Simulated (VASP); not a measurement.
# Ta5W (P4/mmm) in VASP: a series of runs

Ta5W is run at these levels: PBE; tasks: relaxation of cell and atoms, single point.

Everything below comes from runs of VASP 6.6.1. Logs are shortened: lines on timing, memory, paths and dates and some standing lists are left out, and cuts for length are marked.

## 1. The cell of the first run

It takes space group P4/mmm (No. 123, tetragonal). The conventional cell has a = 2.878 Å, b = 2.878 Å, c = 12.210 Å, α = 90.00°, β = 90.00°, γ = 90.00°. Ta (site symmetry 4mm) has 12 Ta at 2.88 Å within 3.8 Å. Within 3.8 Å of Ta (site symmetry 4/mmm) lie 12 Ta at 2.88 Å. Ta (site symmetry 4mm) has 8 Ta at 2.88 Å and 4 W at 2.88 Å within 3.8 Å. W (site symmetry 4/mmm) has 4 W at 2.88 Å and 8 Ta at 2.88 Å within 3.8 Å.

## 2. Relaxation of cell and atoms, PBE

Input file INCAR:

```
SYSTEM = Ta5W
ALGO = Fast
EDIFF = 1E-7
EDIFFG = -0.04
ENCUT = 600
GGA = PE
IBRION = 2
ISIF = 3
ISMEAR = 0
LASPH = .True.
LCHARG = .False.
LREAL = .False.
LWAVE = .False.
NELM = 80
NSW = 90
PREC = Accurate
SIGMA = 0.1
```

Input file KPOINTS:

```
k-points
0
Gamma
  6 6 2
  0 0 0
```

Input file POSCAR:

```
Ta5W
1.0
    2.8778601500      0.0000000000      0.0000000000
    0.0000000000      2.8778601500      0.0000000000
    0.0000000000      0.0000000000     12.2097265500
Ta W
5 1
Direct
    0.0000000000      0.0000000000      0.8333333300
    0.5000000000      0.5000000000      0.0000000000
    0.0000000000      0.0000000000      0.1666666700
    0.5000000000      0.5000000000      0.3333333300
    0.5000000000      0.5000000000      0.6666666700
    0.0000000000      0.0000000000      0.5000000000
```

Potentials or basis: VASP PAW PBE potentials, release 64 (Ta_pv, W_sv).

On the command line:

```bash
cat potpaw_PBE.64/Ta_pv/POTCAR potpaw_PBE.64/W_sv/POTCAR > POTCAR
mpirun -np 1 vasp_std > vasp.out
```

OUTCAR:

```text
SYSTEM = Ta5W
   EDIFF = 1E-7
   EDIFFG = -0.04
   ENCUT = 600
   GGA = PE
   IBRION = 2
   ISIF = 3
   ISMEAR = 0
   LASPH = .True.
   LREAL = .False.
   NELM = 80
   NSW = 90
   PREC = Accurate

 ion  position               nearest neighbor table
   1  0.000  0.000  0.833-   5 2.88   5 2.88   5 2.88   5 2.88   2 2.88   2 2.88   2 2.88   2 2.88

   2  0.500  0.500  0.000-   1 2.88   3 2.88   1 2.88   3 2.88   1 2.88   3 2.88   1 2.88   3 2.88

   3  0.000  0.000  0.167-   4 2.88   4 2.88   4 2.88   4 2.88   2 2.88   2 2.88   2 2.88   2 2.88

   4  0.500  0.500  0.333-   3 2.88   3 2.88   3 2.88   3 2.88   6 2.88   6 2.88   6 2.88   6 2.88

   5  0.500  0.500  0.667-   1 2.88   1 2.88   1 2.88   1 2.88   6 2.88   6 2.88   6 2.88   6 2.88

   6  0.000  0.000  0.500-   4 2.88   5 2.88   4 2.88   5 2.88   4 2.88   5 2.88   4 2.88   5 2.88

  LATTYP: Found a simple tetragonal cell.
 ALAT       =     2.8778601500
 C/A-ratio  =     4.2426406822

  Lattice vectors:

 A1 = (   2.8778601500,   0.0000000000,   0.0000000000)
 A2 = (   0.0000000000,   2.8778601500,   0.0000000000)
 A3 = (   0.0000000000,   0.0000000000,  12.2097265500)

Analysis of symmetry for initial positions (statically):
=====================================================================
 Subroutine PRICEL returns:
 Original cell was already a primitive cell.

 Routine SETGRP: Setting up the symmetry group for a
 simple tetragonal supercell.

 Subroutine GETGRP returns: Found 16 space group operations
 (whereof 16 operations were pure point group operations)
 out of a pool of 16 trial point group operations.

The static configuration has the point symmetry D_4h.

Analysis of symmetry for dynamics (positions and initial velocities):
=====================================================================
 Subroutine PRICEL returns:
 Original cell was already a primitive cell.

 Routine SETGRP: Setting up the symmetry group for a
 simple tetragonal supercell.

 Subroutine GETGRP returns: Found 16 space group operations
 (whereof 16 operations were pure point group operations)
 out of a pool of 16 trial point group operations.

The dynamic configuration has the point symmetry D_4h.

 Subroutine INISYM returns: Found 16 space group operations
 (whereof 16 operations are pure point group operations),
 and found     1 'primitive' translations

----------------------------------------------------------------------------------------

                                     Primitive cell

  volume of cell :     101.1219

  direct lattice vectors                    reciprocal lattice vectors
     2.877860150  0.000000000  0.000000000     0.347480401  0.000000000  0.000000000
     0.000000000  2.877860150  0.000000000     0.000000000  0.347480401  0.000000000
     0.000000000  0.000000000 12.209726550     0.000000000  0.000000000  0.081901916

  length of vectors
     2.877860150  2.877860150 12.209726550     0.347480401  0.347480401  0.081901916

  position of ions in fractional coordinates (direct lattice)
     0.000000000  0.000000000  0.833333330
     0.500000000  0.500000000  0.000000000
     0.000000000  0.000000000  0.166666670
     0.500000000  0.500000000  0.333333330
     0.500000000  0.500000000  0.666666670
     0.000000000  0.000000000  0.500000000

  ion indices of the primitive-cell ions
   primitive index   ion index
                 1           1
                 2           2
                 3           3
                 4           4
                 5           5
                 6           6

----------------------------------------------------------------------------------------

 KPOINTS: k-points

Automatic generation of k-mesh.
 Grid dimensions read from file:
 generate k-points for:    6    6    2

 Generating k-lattice:

  Cartesian coordinates                     Fractional coordinates (reciprocal lattice)
     0.057913400  0.000000000  0.000000000     0.166666667  0.000000000  0.000000000
     0.000000000  0.057913400  0.000000000     0.000000000  0.166666667  0.000000000
     0.000000000  0.000000000  0.040950958     0.000000000  0.000000000  0.500000000

  Length of vectors
     0.057913400  0.057913400  0.040950958

  Shift w.r.t. Gamma in fractional coordinates (k-lattice)
     0.000000000  0.000000000  0.000000000

 Subroutine IBZKPT returns following result:
 ===========================================

 Found     20 irreducible k-points:

 Following reciprocal coordinates:
            Coordinates               Weight
  0.000000  0.000000  0.000000      1.000000
  0.166667  0.000000  0.000000      4.000000
  0.333333  0.000000  0.000000      4.000000
  0.500000  0.000000  0.000000      2.000000
  0.166667  0.166667  0.000000      4.000000
  0.333333  0.166667  0.000000      8.000000
[... 12 lines left out ...]
  0.500000  0.333333  0.500000      4.000000
  0.500000  0.500000  0.500000      1.000000
   k-points           NKPTS =     20   k-points in BZ     NKDIM =     20   number of bands    NBANDS=     41
   number of dos      NEDOS =    301   number of ions     NIONS =      6
   total plane-waves  NPLWV =  56448
   dimension x,y,z NGX =    24 NGY =   24 NGZ =   98
   dimension x,y,z NGXF=    48 NGYF=   48 NGZF=  196
   ions per type =               5   1
   NGX,Y,Z   is equivalent  to a cutoff of  13.86, 13.86, 13.34 a.u.
   NGXF,Y,Z  is equivalent  to a cutoff of  27.73, 27.73, 26.69 a.u.
 SYSTEM =  Ta5W
   PREC   = accura    normal or accurate (medium, high low for compatibility)
   ISTART =      0    job   : 0-new  1-cont  2-samecut
   ICHARG =      2    charge: 1-file 2-atom 10-const
   ISPIN  =      1    spin polarized calculation?
   LNONCOLLINEAR =      F non collinear calculations
   LSORBIT =      F    spin-orbit coupling
   LASPH  =      T    aspherical Exc in radial PAW
   ENCUT  =  600.0 eV  44.10 Ry    6.64 a.u.   5.75  5.75 24.39*2*pi/ulx,y,z
   NELM   =     80;   NELMIN=  2; NELMDL= -5     # of ELM steps
   EDIFF  = 0.1E-06   stopping-criterion for ELM
   LREAL  =      F    real-space projection
   EDIFFG = -.4E-01   stopping-criterion for IOM
   NSW    =     90    number of steps for IOM
   IBRION =      2    ionic relax: 0-MD 1-quasi-New 2-CG
   NFREE  =      1    steps in history (QN), initial steepest desc. (CG)
   ISIF   =      3    stress and relaxation
   ISYM   =      2    0-nonsym 1-usesym 2-fastsym
   POTIM  = 0.5000    time-step for ionic-motion
   TEBEG  =    0.0;   TEEND  =   0.0 temperature during run
   PSTRESS=    0.0 pullay stress
   NELECT =      69.0000    total number of electrons
   NUPDOWN=      -1.0000    fix difference up-down
   EMIN   =  10.00;   EMAX   =-10.00  energy-range for DOS
   EFERMI =   0.00;   METHOD = LEGACY
   ISMEAR =     0;   SIGMA  =   0.10  broadening in eV -4-tet -1-fermi 0-gaus
   EFERMI_NEDOS =   21; number of points for ismear=-14 and -15
   IALGO  =     68    algorithm
   IMIX   =      4    mixing-type and parameters
     AMIX     =   0.40;   BMIX     =  1.00
     AMIX_MAG =   1.60;   BMIX_MAG =  1.00
  volume/ion in A,a.u.               =      16.85       113.73
  Fermi-wavevector in a.u.,A,eV,Ry     =   1.441261  2.723589 28.262490  2.077234
  Thomas-Fermi vector in A             =   2.559913
   LORBIT       =      0    0 simple, 1 ext, 2 COOP (PROOUT), +10 PAW based schemes
   GGA     = PE    functional components
   LHFCALC =     F    Hartree Fock is set to
   AEXX    =    0.0000 exact exchange contribution
   IVDW    =     0    specifies the selected vdW correction
   LEPSILON=     F    determine dielectric tensor
   LRPA    =     F    only Hartree local field effects (RPA)
 conjugate gradient relaxation of ions
 non-spin polarized calculation
 RMM-DIIS sequential band-by-band and
 Gauss-broadening in eV      SIGMA  =   0.10
  energy-cutoff  :      600.00
  volume of cell :      101.12
 maximum number of plane-waves:      3416
 NGX is ok and might be reduce to    24
   NGX = 11   NGY = 11   NGZ = 49

--------------------------------------- Ionic step        1  -------------------------------------------

 number of electron      68.9999991 magnetization

 Free energy of the ion-electron system (eV)
  ---------------------------------------------------
  ext. energy  EPLUGINS =         0.00000000
  ---------------------------------------------------
  free energy    TOTEN  =       -69.68269434 eV

  energy without entropy =      -69.64251769  energy(sigma->0) =      -69.66260602

------------------------ aborting loop because EDIFF is reached ----------------------------------------

  FORCE on cell =-STRESS in cart. coord.  units (eV):
  Direction    XX          YY          ZZ          XY          YZ          ZX
  --------------------------------------------------------------------------------------
  -------------------------------------------------------------------------------------
  Total       12.9344332     12.9344332     14.4527089      0.0000000      0.0000000      0.0000000
  in kB      204.9333669    204.9333669    228.9889511      0.0000000      0.0000000      0.0000000
  external PRESSURE =     212.9518949 kB  Pullay stress =       0.0000000 kB
[... 101 lines left out ...]
  FREE ENERGIE OF THE ION-ELECTRON SYSTEM (eV)
  ---------------------------------------------------
  free  energy   TOTEN  =       -70.2660176633 eV

  energy  without entropy=      -70.2342894052  energy(sigma->0) =      -70.25015353

[... ionic steps 4 to 31 ...]

--------------------------------------- Ionic step       32  -------------------------------------------

 number of electron      69.0000015 magnetization

------------------------ aborting loop because EDIFF is reached ----------------------------------------

  FORCE on cell =-STRESS in cart. coord.  units (eV):
  Direction    XX          YY          ZZ          XY          YZ          ZX
  --------------------------------------------------------------------------------------
  -------------------------------------------------------------------------------------
  Total       -0.3152225     -0.3152225     -0.8883626      0.0000000     -0.0000000      0.0000000
  in kB       -4.5875409     -4.5875409    -12.9286435      0.0000000     -0.0000000      0.0000000
  external PRESSURE =      -7.3679085 kB  Pullay stress =       0.0000000 kB
[... 65 lines left out ...]
  energy  without entropy=      -70.8025941130  energy(sigma->0) =      -70.82001857

--------------------------------------- Ionic step       34  -------------------------------------------

 number of electron      69.0000018 magnetization

 Free energy of the ion-electron system (eV)
  ---------------------------------------------------
  ext. energy  EPLUGINS =         0.00000000
  ---------------------------------------------------
  free energy    TOTEN  =       -70.83775862 eV

  energy without entropy =      -70.80265165  energy(sigma->0) =      -70.82020514

 E-fermi :   6.2190     XC(G=0): -12.5814

 val. band max:        6.2023911205   @ k =   0.3333   0.0000   0.5000
 cond. band min:       6.2204329898   @ k =   0.5000   0.1667   0.0000
 fundamental gap:      0.0180418693
 Fermi energy:         6.2189886297

 k-point     1 :       0.0000    0.0000    0.0000
  band No.  band energies     occupation
      1     -67.7425      2.00000
      2     -31.9149      2.00000
      3     -31.5521      2.00000
      4     -31.5521      2.00000
      5     -28.0845      2.00000
      6     -27.9910      2.00000
[... 902 lines left out ...]
  FREE ENERGIE OF THE ION-ELECTRON SYSTEM (eV)
  ---------------------------------------------------
  free  energy   TOTEN  =       -70.8377586209 eV

  energy  without entropy=      -70.8026516514  energy(sigma->0) =      -70.82020514

 reached required accuracy - stopping structural energy minimisation
```

It took 36 min on 1 thread of AMD EPYC 9R45 (Zen 5), shared host; peak memory 0.26 GiB.

What came out:

- Free energy: -70.8378 eV
- Relaxed volume: 18.28 Å³/atom
- Relaxed cell: a = 2.772 Å, b = 2.772 Å, c = 14.275 Å, α = 90.00°, β = 90.00°, γ = 90.00°
- Space group after relaxing (to 0.1 Å): P4/mmm (No. 123)
- Energy gained by relaxing: 192.5 meV/atom
- Ionic steps: 34
- Pressure after relaxing: 0.0 GPa
- Largest force after relaxing: 0.038 eV/Å
- Band gap on the k mesh: zero (an odd number of electrons rules out a gap without spin polarisation)

Forces on the atoms (eV/Å):
```
Ta   0.000  0.000 -0.003
Ta   0.000  0.000  0.000
Ta   0.000  0.000  0.003
Ta   0.000  0.000 -0.038
Ta   0.000  0.000  0.038
W    0.000  0.000  0.000
```

Stress tensor (GPa, compression positive):
```
 0.06  0.00  0.00
 0.00  0.06  0.00
 0.00  0.00 -0.12
```

Step by step:
| step | energy change (eV) | largest force (eV/Å) | pressure (GPa) | volume (Å³) |
| --- | --- | --- | --- | --- |
| 1 | 0.0000 | 0.6138 | 21.30 | 101.12 |
| 2 | 2.4169 | 0.3236 | -29.44 | 137.57 |
| 3 | -0.5833 | 0.4923 | -1.60 | 111.18 |
| 4 | -0.5868 | 0.4999 | -0.29 | 110.47 |
| 5 | -0.5867 | 0.5020 | 0.07 | 110.28 |
| 6 | -0.6124 | 0.3665 | 0.08 | 110.23 |
| 7 | -0.6644 | 0.2968 | 0.33 | 110.09 |
| 8 | -0.5886 | 0.9097 | 2.41 | 109.74 |
| 9 | -0.6704 | 0.2918 | 0.62 | 110.02 |
| 10 | -0.6909 | 0.3499 | -0.87 | 110.83 |
| 11 | -0.7093 | 0.4596 | -2.97 | 112.17 |
| 12 | -0.7164 | 0.4823 | -2.97 | 112.17 |
| 13 | -0.7364 | 0.5501 | -3.00 | 112.19 |
| 14 | -0.7718 | 0.6420 | -3.04 | 112.18 |
| 15 | -0.7719 | 0.9475 | -2.47 | 112.05 |
| 16 | -0.7857 | 0.7565 | -2.84 | 112.14 |
| 17 | -0.8141 | 0.8023 | -1.73 | 111.49 |
| 18 | -0.8656 | 0.9350 | 1.78 | 109.52 |
| 19 | -0.8699 | 0.9832 | 3.38 | 108.66 |
| 20 | -0.9065 | 0.9428 | 2.99 | 108.77 |
| 21 | -0.9829 | 0.7201 | 2.14 | 109.06 |
| 22 | -0.8675 | 0.5283 | 1.50 | 109.48 |
| 23 | -0.9940 | 0.6828 | 1.84 | 109.16 |
| 24 | -1.0270 | 0.6263 | 0.19 | 109.98 |
| 25 | -1.0556 | 0.5080 | -3.46 | 111.90 |
| 26 | -1.0791 | 0.4752 | -2.93 | 111.53 |
| 27 | -1.1220 | 0.3374 | -1.11 | 110.42 |
| 28 | -1.1269 | 0.2515 | -0.13 | 109.87 |
| 29 | -1.1354 | 0.2053 | 0.11 | 109.73 |
| 30 | -1.1508 | 0.0867 | 0.84 | 109.29 |
| 31 | -1.1523 | 0.0699 | 1.20 | 109.08 |
| 32 | -1.1534 | 0.0380 | -0.74 | 110.09 |
| 33 | -1.1547 | 0.0515 | 0.07 | 109.66 |
| 34 | -1.1551 | 0.0380 | 0.00 | 109.70 |

Final structure:
```
Ta W
1.0
     2.77215    0.00000    0.00000
     0.00000    2.77215    0.00000
     0.00000    0.00000   14.27505
Ta W
5 1
Direct
  0.00000 0.00000 0.83132
  0.50000 0.50000 0.00000
  0.00000 0.00000 0.16868
  0.50000 0.50000 0.33573
  0.50000 0.50000 0.66427
  0.00000 0.00000 0.50000
```

Levels at points of the mesh, in eV from the Fermi level:
| k point | band 32 | band 33 | band 34 | band 35 | band 36 | band 37 |
| --- | --- | --- | --- | --- | --- | --- |
| (0.00, 0.00, 0.00) | -0.77 | -0.56 | -0.06 | 0.18 | 0.92 | 1.16 |
| (0.50, 0.00, 0.00) | -0.85 | -0.79 | 0.15 | 0.34 | 0.40 | 0.41 |
| (0.50, 0.50, 0.00) | 0.43 | 0.43 | 0.57 | 0.57 | 1.69 | 2.45 |
| (0.00, 0.00, 0.50) | -0.83 | -0.53 | 0.28 | 0.29 | 0.75 | 0.94 |
| (0.50, 0.00, 0.50) | -0.76 | -0.65 | -0.49 | -0.49 | 0.74 | 0.85 |
| (0.50, 0.50, 0.50) | -1.00 | -1.00 | 1.30 | 1.77 | 2.38 | 2.38 |

Caveat: the k points lie up to 0.38 Å⁻¹ apart in the final cell, too coarse for converged energies and pressures of a metal; a cell axis changed by over 15 % at a fixed basis, so the end point is rough; spin-orbit coupling is left out, which moves the levels of the heavy elements.

## 3. Single point, PBE

This run uses another cell than the first one, of 18.18 Å³/atom.

Input file INCAR:

```
SYSTEM = Ta5W
  PREC = Accurate
  ENCUT = 520
  EDIFF = 1E-6
  ISMEAR = 0
  SIGMA = 0.1
  LREAL = .False.
  LASPH = .True.
  NELM = 60
  ALGO = Fast
  ISIF = 2
  LWAVE = .False.
  LCHARG = .False.
  GGA = PE
  NBANDS = 44
```

Input file KPOINTS:

```
Automatic mesh
0
Gamma
  14 14 4
  0 0 0
```

Input file POSCAR:

```
Ta5W
1.0
    2.7619316891      0.0000000000      0.0000000000
    0.0000000000      2.7619316891      0.0000000000
    0.0000000000      0.0000000000     14.3022652079
Ta W
5 1
Direct
    0.0000000000      0.0000000000      0.8310797960
    0.5000000000      0.5000000000      0.0000000000
    0.0000000000      0.0000000000      0.1689202040
    0.5000000000      0.5000000000      0.3363119284
    0.5000000000      0.5000000000      0.6636880716
    0.0000000000      0.0000000000      0.5000000000
```

Potentials or basis: VASP PAW PBE potentials, release 64 (Ta_pv, W_sv).

On the command line:

```bash
cat potpaw_PBE.64/Ta_pv/POTCAR potpaw_PBE.64/W_sv/POTCAR > POTCAR
mpirun -np 1 vasp_std > vasp.out
```

It took 7.3 min on 1 thread of AMD EPYC 9R45 (Zen 5), shared host; peak memory 0.5 GiB.

Results (log left out):

| Property | Result |
| --- | --- |
| Free energy | -70.8145 eV |
| Pressure | 0.1 GPa |
| Band gap on the k mesh | zero (an odd number of electrons rules out a gap without spin polarisation) |

Stress tensor (GPa, compression positive):
```
0.17 0.00 0.00
0.00 0.17 0.00
0.00 0.00 0.09
```

Levels at points of the mesh, in eV from the Fermi level:
| k point | band 31 | band 32 | band 33 | band 34 | band 35 | band 36 | band 37 | band 38 | band 39 | band 40 |
| --- | --- | --- | --- | --- | --- | --- | --- | --- | --- | --- |
| (0.00, 0.00, 0.00) | -1.12 | -0.76 | -0.53 | -0.07 | 0.16 | 0.93 | 1.15 | 1.25 | 1.25 | 2.36 |
| (0.50, 0.00, 0.00) | -0.95 | -0.81 | -0.77 | 0.23 | 0.41 | 0.44 | 0.45 | 0.85 | 1.51 | 2.02 |
| (0.50, 0.50, 0.00) | -2.15 | 0.48 | 0.48 | 0.60 | 0.60 | 1.75 | 2.49 | 2.51 | 2.52 | 4.41 |
| (0.00, 0.00, 0.50) | -1.22 | -0.82 | -0.52 | 0.26 | 0.33 | 0.74 | 0.89 | 1.27 | 1.27 | 2.12 |
| (0.50, 0.00, 0.50) | -0.90 | -0.69 | -0.63 | -0.46 | -0.46 | 0.85 | 0.91 | 1.01 | 1.49 | 2.09 |
| (0.50, 0.50, 0.50) | -1.14 | -0.97 | -0.97 | 1.36 | 1.83 | 2.44 | 2.44 | 2.45 | 2.45 | 3.50 |

Caveat: spin-orbit coupling is left out, which moves the levels of the heavy elements.
